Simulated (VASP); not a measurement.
# EuO (Fm-3m) in VASP: notebook

Runs on EuO. Level: PBE. Tasks: single point.

All numbers are computed with VASP 6.6.1; they aren't measurements. Logs are shortened: lines on timing, memory, paths and dates and some standing lists are left out, and cuts for length are marked.

## (1) The cell of the first run

Symmetry: Fm-3m, No. 225, cubic system. Conventional cell: a = 5.061 Å, b = 5.061 Å, c = 5.061 Å, α = 90.00°, β = 90.00°, γ = 90.00°. Within 3.3 Å of Eu (site symmetry m-3m) lie 6 O at 2.53 Å. O (site symmetry m-3m) has 6 Eu at 2.53 Å within 3.3 Å.

## (2) Single point, PBE

INCAR reads:

```
SYSTEM = EuO
  PREC = Accurate
  ENCUT = 600
  EDIFF = 1E-6
  ISMEAR = 0
  SIGMA = 0.05
  LREAL = .FALSE.
  LASPH = .TRUE.
  NELM = 200
  ALGO = Normal
  ISIF = 2
  LWAVE = .FALSE.
  LCHARG = .FALSE.
  GGA = PE
  NBANDS = 18
  GGA_COMPAT = .FALSE.
  LMAXMIX = 6
```

KPOINTS reads:

```
regular mesh
0
G
  12 12 12
  0 0 0
```

POSCAR reads:

```
EuO
1.0
    0.0000000000      2.5302957962      2.5302957962
    2.5302957962      0.0000000000      2.5302957962
    2.5302957962      2.5302957962      0.0000000000
Eu O
1 1
Direct
    0.0000000000      0.0000000000      0.0000000000
    0.5000000000      0.5000000000      0.5000000000
```

Potentials or basis: VASP PAW PBE potentials, release 64 (Eu, O).

The run is started by

```bash
cat potpaw_PBE.64/Eu/POTCAR potpaw_PBE.64/O/POTCAR > POTCAR
mpirun -np 1 vasp_std > vasp.out
```

OUTCAR:

```text
SYSTEM = EuO
   PREC = Accurate
   ENCUT = 600
   EDIFF = 1E-6
   ISMEAR = 0
   LREAL = .FALSE.
   LASPH = .TRUE.
   NELM = 200
   ISIF = 2
   GGA = PE

 ion  position               nearest neighbor table
   1  0.000  0.000  0.000-   2 2.53   2 2.53   2 2.53   2 2.53   2 2.53   2 2.53
   2  0.500  0.500  0.500-   1 2.53   1 2.53   1 2.53   1 2.53   1 2.53   1 2.53

  LATTYP: Found a face centered cubic cell.
 ALAT       =     5.0605915924

  Lattice vectors:

 A1 = (   0.0000000000,   2.5302957962,   2.5302957962)
 A2 = (   2.5302957962,   0.0000000000,   2.5302957962)
 A3 = (   2.5302957962,   2.5302957962,   0.0000000000)

Analysis of symmetry for initial positions (statically):
=====================================================================
 Subroutine PRICEL returns:
 Original cell was already a primitive cell.

 Routine SETGRP: Setting up the symmetry group for a
 face centered cubic supercell.

 Subroutine GETGRP returns: Found 48 space group operations
 (whereof 48 operations were pure point group operations)
 out of a pool of 48 trial point group operations.

The static configuration has the point symmetry O_h .

Analysis of symmetry for dynamics (positions and initial velocities):
=====================================================================
 Subroutine PRICEL returns:
 Original cell was already a primitive cell.

 Routine SETGRP: Setting up the symmetry group for a
 face centered cubic supercell.

 Subroutine GETGRP returns: Found 48 space group operations
 (whereof 48 operations were pure point group operations)
 out of a pool of 48 trial point group operations.

The dynamic configuration has the point symmetry O_h .

 Subroutine INISYM returns: Found 48 space group operations
 (whereof 48 operations are pure point group operations),
 and found     1 'primitive' translations

----------------------------------------------------------------------------------------

                                     Primitive cell

  volume of cell :      32.3999

  direct lattice vectors                    reciprocal lattice vectors
     0.000000000  2.530295796  2.530295796    -0.197605355  0.197605355  0.197605355
     2.530295796  0.000000000  2.530295796     0.197605355 -0.197605355  0.197605355
     2.530295796  2.530295796  0.000000000     0.197605355  0.197605355 -0.197605355

  length of vectors
     3.578378632  3.578378632  3.578378632     0.342262515  0.342262515  0.342262515

  position of ions in fractional coordinates (direct lattice)
     0.000000000  0.000000000  0.000000000
     0.500000000  0.500000000  0.500000000

  ion indices of the primitive-cell ions
   primitive index   ion index
                 1           1
                 2           2

----------------------------------------------------------------------------------------

 KPOINTS: regular mesh

Automatic generation of k-mesh.
 Grid dimensions read from file:
 generate k-points for:   12   12   12

 Generating k-lattice:

  Cartesian coordinates                     Fractional coordinates (reciprocal lattice)
    -0.016467113  0.016467113  0.016467113     0.083333333  0.000000000  0.000000000
     0.016467113 -0.016467113  0.016467113     0.000000000  0.083333333  0.000000000
     0.016467113  0.016467113 -0.016467113     0.000000000  0.000000000  0.083333333

  Length of vectors
     0.028521876  0.028521876  0.028521876

  Shift w.r.t. Gamma in fractional coordinates (k-lattice)
     0.000000000  0.000000000  0.000000000

 Subroutine IBZKPT returns following result:
 ===========================================

 Found     72 irreducible k-points:

 Following reciprocal coordinates:
            Coordinates               Weight
  0.000000  0.000000  0.000000      1.000000
  0.083333  0.000000  0.000000      8.000000
  0.166667  0.000000  0.000000      8.000000
  0.250000  0.000000  0.000000      8.000000
  0.333333  0.000000  0.000000      8.000000
  0.416667  0.000000  0.000000      8.000000
[... 16 lines left out ...]
  0.500000  0.166667  0.000000     24.000000
 -0.416667  0.166667  0.000000     24.000000
 [... further k-points ...]
   k-points           NKPTS =     72   k-points in BZ     NKDIM =     72   number of bands    NBANDS=     18
   number of dos      NEDOS =    301   number of ions     NIONS =      2
   total plane-waves  NPLWV =  27000
   dimension x,y,z NGX =    30 NGY =   30 NGZ =   30
   dimension x,y,z NGXF=    60 NGYF=   60 NGZF=   60
   ions per type =               1   1
   NGX,Y,Z   is equivalent  to a cutoff of  13.94, 13.94, 13.94 a.u.
   NGXF,Y,Z  is equivalent  to a cutoff of  27.88, 27.88, 27.88 a.u.
 SYSTEM =  EuO
   PREC   = accura    normal or accurate (medium, high low for compatibility)
   ISTART =      0    job   : 0-new  1-cont  2-samecut
   ICHARG =      2    charge: 1-file 2-atom 10-const
   ISPIN  =      1    spin polarized calculation?
   LNONCOLLINEAR =      F non collinear calculations
   LSORBIT =      F    spin-orbit coupling
   LASPH  =      T    aspherical Exc in radial PAW
   ENCUT  =  600.0 eV  44.10 Ry    6.64 a.u.   7.15  7.15  7.15*2*pi/ulx,y,z
   NELM   =    200;   NELMIN=  2; NELMDL= -5     # of ELM steps
   EDIFF  = 0.1E-05   stopping-criterion for ELM
   LREAL  =      F    real-space projection
   EDIFFG = 0.1E-04   stopping-criterion for IOM
   NSW    =      0    number of steps for IOM
   IBRION =     -1    ionic relax: 0-MD 1-quasi-New 2-CG
   NFREE  =      0    steps in history (QN), initial steepest desc. (CG)
   ISIF   =      2    stress and relaxation
   ISYM   =      2    0-nonsym 1-usesym 2-fastsym
   POTIM  = 0.5000    time-step for ionic-motion
   TEBEG  =    0.0;   TEEND  =   0.0 temperature during run
   PSTRESS=    0.0 pullay stress
   NELECT =      23.0000    total number of electrons
   NUPDOWN=      -1.0000    fix difference up-down
   EMIN   =  10.00;   EMAX   =-10.00  energy-range for DOS
   EFERMI =   0.00;   METHOD = LEGACY
   ISMEAR =     0;   SIGMA  =   0.05  broadening in eV -4-tet -1-fermi 0-gaus
   EFERMI_NEDOS =   21; number of points for ismear=-14 and -15
   IALGO  =     38    algorithm
   IMIX   =      4    mixing-type and parameters
     AMIX     =   0.40;   BMIX     =  1.00
     AMIX_MAG =   1.60;   BMIX_MAG =  1.00
  volume/ion in A,a.u.               =      16.20       109.32
  Fermi-wavevector in a.u.,A,eV,Ry     =   1.460392  2.759741 29.017760  2.132745
  Thomas-Fermi vector in A             =   2.576847
   LORBIT       =      0    0 simple, 1 ext, 2 COOP (PROOUT), +10 PAW based schemes
   GGA     = PE    functional components
   LHFCALC =     F    Hartree Fock is set to
   AEXX    =    0.0000 exact exchange contribution
   IVDW    =     0    specifies the selected vdW correction
   LEPSILON=     F    determine dielectric tensor
   LRPA    =     F    only Hartree local field effects (RPA)
 non-spin polarized calculation
 Gauss-broadening in eV      SIGMA  =   0.05
  energy-cutoff  :      600.00
  volume of cell :       32.40
 maximum number of plane-waves:      1106
 NGX is ok and might be reduce to    30
   NGX = 15   NGY = 15   NGZ = 15

 number of electron      22.9999999 magnetization

 Free energy of the ion-electron system (eV)
  ---------------------------------------------------
  ext. energy  EPLUGINS =         0.00000000
  ---------------------------------------------------
  free energy    TOTEN  =       -15.19310803 eV

  energy without entropy =      -15.15565536  energy(sigma->0) =      -15.17438170

 E-fermi :   4.8600     XC(G=0): -11.3080

 val. band max:        4.8589610887   @ k =   0.4167   0.3333   0.0833
 cond. band min:       4.8607558506   @ k =  -0.4167   0.2500   0.0000
 fundamental gap:      0.0017947619
 Fermi energy:         4.8600268506

 k-point     1 :       0.0000    0.0000    0.0000
  band No.  band energies     occupation
      1     -36.0507      2.00000
      2     -14.4945      2.00000
      3     -14.4945      2.00000
      4     -14.4945      2.00000
      5     -14.1334      2.00000
      6       0.8245      2.00000
[... 10 lines left out ...]
     17       6.9348      0.00000
     18       6.9348      0.00000

 k-point     2 :       0.0833    0.0000    0.0000
  band No.  band energies     occupation
      1     -36.0430      2.00000
      2     -14.9212      2.00000
      3     -14.5011      2.00000
      4     -14.5011      2.00000
      5     -13.7282      2.00000
      6       0.6183      2.00000
[... 10 lines left out ...]
     17       6.9555      0.00000
     18       7.1088      0.00000

 k-point     3 :       0.1667    0.0000    0.0000
  band No.  band energies     occupation
      1     -36.0217      2.00000
      2     -15.4651      2.00000
      3     -14.5190      2.00000
      4     -14.5190      2.00000
      5     -13.2431      2.00000
      6       0.1397      2.00000
[... 10 lines left out ...]
     17       7.0285      0.00000
     18       7.5805      0.00000

 k-point     4 :       0.2500    0.0000    0.0000
  band No.  band energies     occupation
      1     -35.9924      2.00000
      2     -15.9515      2.00000
      3     -14.5432      2.00000
      4     -14.5432      2.00000
      5     -12.8378      2.00000
      6      -0.3996      2.00000
[... 10 lines left out ...]
     17       7.6542      0.00000
     18       8.2459      0.00000

 k-point     5 :       0.3333    0.0000    0.0000
  band No.  band energies     occupation
      1     -35.9630      2.00000
      2     -16.3333      2.00000
      3     -14.5671      2.00000
      4     -14.5671      2.00000
      5     -12.5376      2.00000
      6      -0.8644      2.00000
[... 10 lines left out ...]
     17       8.9016      0.00000
     18       8.9664      0.00000

 k-point     6 :       0.4167    0.0000    0.0000
  band No.  band energies     occupation
      1     -35.9412      2.00000
      2     -16.5768      2.00000
      3     -14.5845      2.00000
      4     -14.5845      2.00000
      5     -12.3542      2.00000
      6      -1.1737      2.00000
[... 10 lines left out ...]
     17       9.5440      0.00000
     18       9.5482      0.00000

 k-point     7 :       0.5000    0.0000    0.0000
  band No.  band energies     occupation
      1     -35.9332      2.00000
      2     -16.6604      2.00000
      3     -14.5908      2.00000
      4     -14.5908      2.00000
      5     -12.2926      2.00000
      6      -1.2818      2.00000
[... 10 lines left out ...]
     17       9.7679      0.00000
     18       9.7679      0.00000

 k-point     8 :       0.0833    0.0833    0.0000
  band No.  band energies     occupation
      1     -36.0404      2.00000
      2     -14.9690      2.00000
      3     -14.5222      2.00000
      4     -14.5222      2.00000
      5     -13.6547      2.00000
      6       0.4245      2.00000
[... 10 lines left out ...]
     17       6.6753      0.00000
     18       7.3047      0.00000
[... 229 lines left out ...]
     17       6.3814      0.00000
     18       8.2418      0.00000

 k-point    20 :       0.2500    0.1667    0.0000
  band No.  band energies     occupation
      1     -35.9903      2.00000
      2     -15.7126      2.00000
      3     -14.6410      2.00000
      4     -14.6302      2.00000
      5     -13.0514      2.00000
      6      -0.4126      2.00000
[... 10 lines left out ...]
     17       7.0212      0.00000
     18       8.8320      0.00000

 k-point    21 :       0.3333    0.1667    0.0000
  band No.  band energies     occupation
      1     -35.9638      2.00000
      2     -16.0136      2.00000
      3     -14.6722      2.00000
      4     -14.6669      2.00000
      5     -12.8782      2.00000
      6      -0.5394      2.00000
[... 10 lines left out ...]
     17       7.9003      0.00000
     18       9.5066      0.00000

 k-point    22 :       0.4167    0.1667    0.0000
  band No.  band energies     occupation
      1     -35.9396      2.00000
      2     -16.2629      2.00000
      3     -14.7238      2.00000
      4     -14.6828      2.00000
      5     -12.7266      2.00000
      6      -0.6297      2.00000
[... 10 lines left out ...]
     17       8.5465      0.00000
     18      10.0695      0.00000

 k-point    23 :       0.5000    0.1667    0.0000
  band No.  band energies     occupation
      1     -35.9244      2.00000
      2     -16.4138      2.00000
      3     -14.7875      2.00000
      4     -14.6701      2.00000
      5     -12.6134      2.00000
      6      -0.7554      2.00000
[... 10 lines left out ...]
     17       8.6286      0.00000
     18      10.2902      0.00000

 k-point    24 :      -0.4167    0.1667    0.0000
  band No.  band energies     occupation
      1     -35.9224      2.00000
      2     -16.4468      2.00000
      3     -14.8349      2.00000
      4     -14.6375      2.00000
      5     -12.5532      2.00000
      6      -0.8692      2.00000
[... 10 lines left out ...]
     17       8.4388      0.00000
     18       9.9836      0.00000

 [... further k-points ...]

------------------------ aborting loop because EDIFF is reached ----------------------------------------

  FORCE on cell =-STRESS in cart. coord.  units (eV):
  Direction    XX          YY          ZZ          XY          YZ          ZX
  --------------------------------------------------------------------------------------
  -------------------------------------------------------------------------------------
  Total       -2.6979584     -2.6979584     -2.6979584      0.0000000      0.0000000     -0.0000000
  in kB     -133.4141696   -133.4141696   -133.4141696      0.0000000      0.0000000     -0.0000000
  external PRESSURE =    -133.4141696 kB  Pullay stress =       0.0000000 kB

 VOLUME and BASIS-vectors are now :
 -----------------------------------------------------------------------------
  energy-cutoff  :      600.00
  volume of cell :       32.40
      direct lattice vectors                 reciprocal lattice vectors
     0.000000000  2.530295796  2.530295796    -0.197605355  0.197605355  0.197605355
     2.530295796  0.000000000  2.530295796     0.197605355 -0.197605355  0.197605355
     2.530295796  2.530295796  0.000000000     0.197605355  0.197605355 -0.197605355

 POSITION                                       TOTAL-FORCE (eV/Angst)
 -----------------------------------------------------------------------------------
      0.00000      0.00000      0.00000         0.000000      0.000000     -0.000000
      2.53030      2.53030      2.53030        -0.000000     -0.000000      0.000000
 -----------------------------------------------------------------------------------
    total drift:                                0.000000      0.000000      0.000000

  FREE ENERGIE OF THE ION-ELECTRON SYSTEM (eV)
  ---------------------------------------------------
  free  energy   TOTEN  =       -15.1931080300 eV

  energy  without entropy=      -15.1556553615  energy(sigma->0) =      -15.17438170
```

Wall time 1.8 min (1 thread of Oxide Virtual Turin-like, shared host); peak memory 0.19 GiB.

What came out:

| Quantity | Value |
| --- | --- |
| Free energy | -15.1931 eV |
| Pressure | -13.3 GPa |
| Band gap on the k mesh | zero (an odd number of electrons rules out a gap without spin polarisation) |

Levels at points of the mesh, in eV from the Fermi level:
```tsv
k point	band 8	band 9	band 10	band 11	band 12	band 13	band 14	band 15
(0.00, 0.00, 0.00)	-4.04	-0.18	0.09	0.09	0.09	0.32	0.41	0.41
(0.50, 0.00, 0.00)	-5.10	-0.16	-0.16	-0.14	0.08	0.08	0.10	0.18
(0.50, 0.50, 0.00)	-3.97	-0.97	-0.13	-0.03	-0.03	-0.03	0.20	0.31
```

Caveat: the cell stands under tension; spin-orbit coupling is left out, which moves the levels of the heavy elements; an odd number of electrons without spin polarisation forces a metal; a magnetic or distorted state may lie lower; the run has no spin polarisation, though such a crystal can be magnetic; semilocal functionals describe open f shells poorly, which spoils levels, moments and volumes. With open d or f shells a metallic result of PBE can be an artefact of self-interaction; +U or a hybrid may open a gap.

(Continued in part 2 of 2.)
